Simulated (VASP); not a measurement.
KTaO3, 5 atoms in the cell. Symmetry: P4/mmm, No. 123, tetragonal system. The conventional cell has a = 4.604 Å, b = 4.604 Å, c = 2.993 Å, α = 90.00°, β = 90.00°, γ = 90.00°. K (site symmetry 4/mmm) has 12 O at 2.75 to 3.26 Å and 2 K at 2.99 Å and 8 Ta at 3.58 Å within 3.6 Å. Ta (site symmetry 4/mmm) has 2 O at 1.50 Å within 2.0 Å. O (site symmetry mmm) has 2 Ta at 2.30 Å and 4 K at 2.75 Å and 6 O at 2.75 to 2.99 Å within 3.0 Å. Within 2.0 Å of O (site symmetry 4/mmm) lie 2 Ta at 1.50 Å.  This cell differs from its parent crystal: ratio of the length along z to the lengths across it x 0.65, volume and fractional coordinates fixed.

- Program: VASP 6.6.1
- Task: single point
- Functional: r2SCAN
- Potentials or basis: VASP PAW PBE potentials, release 64 (K_sv, Ta_sv_GW, O)
- Cutoff: 660 eV
- k mesh: 6 × 6 × 6
- Occupations: gaussian, width 0.05 eV
- Spin: no spin polarisation
- Dipole correction: no
- Second run: valence_matched
- Further INCAR settings: ALGO = Normal; EDIFF = 1e-06; NBANDS = 28

Potentials or basis: VASP PAW PBE potentials, release 64 (K_sv, Ta_sv_GW, O).

Run with:

```bash
$ cat potpaw_PBE.64/K_sv/POTCAR potpaw_PBE.64/Ta_sv_GW/POTCAR potpaw_PBE.64/O/POTCAR > POTCAR
$ cp INCAR.step1 INCAR
$ mpirun -np 1 vasp_std > vasp.out
$ cp INCAR.step2 INCAR
$ mpirun -np 1 vasp_std > vasp.out
```

Hardware: 1 thread of Intel(R) Xeon(R) Platinum 8488C (Sapphire Rapids), on a shared host.

**Question.** How long does it take, and how much memory?

**Answer.** Run time: 4.9 min on 1 thread of Intel(R) Xeon(R) Platinum 8488C (Sapphire Rapids), on a shared host, peak memory 0.29 GiB. Counts: k points 40.
